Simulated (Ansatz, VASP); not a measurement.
One calculation of RbBr, two programs

```
CELL_PARAMETERS angstrom
0.00000 3.49543 3.45497
3.49543 0.00000 3.45497
3.49543 3.49543 0.00000
ATOMIC_POSITIONS crystal
Rb 0.00000 0.00000 0.00000
Br 0.50000 0.50000 0.50000
```

Change from the starting cell: epitaxial_xy strain +1.0%.

Alike in both runs: task single point; functional HSE06; k mesh 4 × 4 × 4; no spin polarisation.

|  | VASP | Ansatz |
| --- | --- | --- |
| version | VASP 6.6.1 | Ansatz 0.2.0 |
| potentials or method | VASP PAW PBE potentials, release 64 (Rb_sv, Br) | plane waves, PAW |
| plane-wave cutoff (eV) | 520 | 420 |
| occupations | gaussian, width 0.01 eV | fixed |
| valence electrons in the cell | 16 | 16 |

|  | VASP | Ansatz | Ansatz less VASP |
| --- | --- | --- | --- |
| gap on the k mesh at the Fermi level (eV) | 5.39 | 5.39 | +0.001 |
| pressure (GPa) | 0.1 | 0.1 | 0.00 |
| traceless stress, the component that is largest in VASP (GPa) | 0.20 | 0.20 | -0.001 |

Ansatz's warnings: stress exchange threshold loose, stress scf threshold loose.
